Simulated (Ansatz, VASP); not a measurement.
Mo: VASP beside Ansatz

The input INCAR:

```
  ALGO = Normal
  DIPOL = 0.5 0.5 0.500
  EDIFF = 1E-6
  ENCUT = 520
  GGA = PE
  IDIPOL = 3
  ISIF = 2
  ISMEAR = -1
  LASPH = True
  LCHARG = False
  LDIPOL = True
  LREAL = False
  LWAVE = False
  NBANDS = 28
  NELM = 60
  PREC = Accurate
  SIGMA = 0.1
```

The input KPOINTS:

```
k-points
0
Gamma
  13 13 1
```

POSCAR

```
Mo
1.0
    2.7373676503      0.0000000000      0.0000000000
   -0.9124558834      2.5808149708      0.0000000000
    0.0000000000      0.0000000000     20.4701000000
Mo
3
Direct
    0.0000000000      0.0000000000      0.3908138540
    0.5000000000      0.5000000000      0.5000000000
    0.0000000000      0.0000000000      0.6091861460
```

Input for Ansatz:

```yaml
crystal:
  lattice:
    - [2.7373676503, 0.0, 0.0]
    - [-0.9124558834, 2.5808149708, 0.0]
    - [0.0, 0.0, 20.4701]
  atoms:
    - { symbol: Mo, position: [0.0, 0.0, 0.390813854] }
    - { symbol: Mo, position: [0.5, 0.5, 0.5] }
    - { symbol: Mo, position: [0.0, 0.0, 0.609186146] }
kpoints:
  mp_grid: { grid: [13, 13, 1] }
scf:
  occupations: { method: fermi_dirac, width: 0.1 }
hamiltonian:
  xc: pbe
  pseudopotentials: { kind: paw }
output:
  forces: true
  stress: true
  eigenvalues: true
  populations: true
efield:
  axis: 3
  amplitude: 0
  dipole_correction: true
```

Alike in both runs: task single point; functional PBE; k mesh 13 × 13 × 1; occupations fermi-dirac, width 0.1 eV; no spin polarisation.

```csv
,VASP,Ansatz
version,VASP 6.6.1,Ansatz 0.2.0
potentials or method,"VASP PAW PBE potentials, release 64 (Mo_sv)","PAW with Ansatz's default frozen-core files, scalar-relativistic"
plane-wave cutoff (eV),520,420
valence electrons in the cell,42,42
```

Ansatz gave:

| Item | Value |
| --- | --- |
| rms of the force components (eV/Å) | 0.285 |

Q: Which values does VASP return?

A: rms of the force components (eV/Å): 0.276.

Atom by atom the forces differ by 0.010 eV/Å (rms over components).
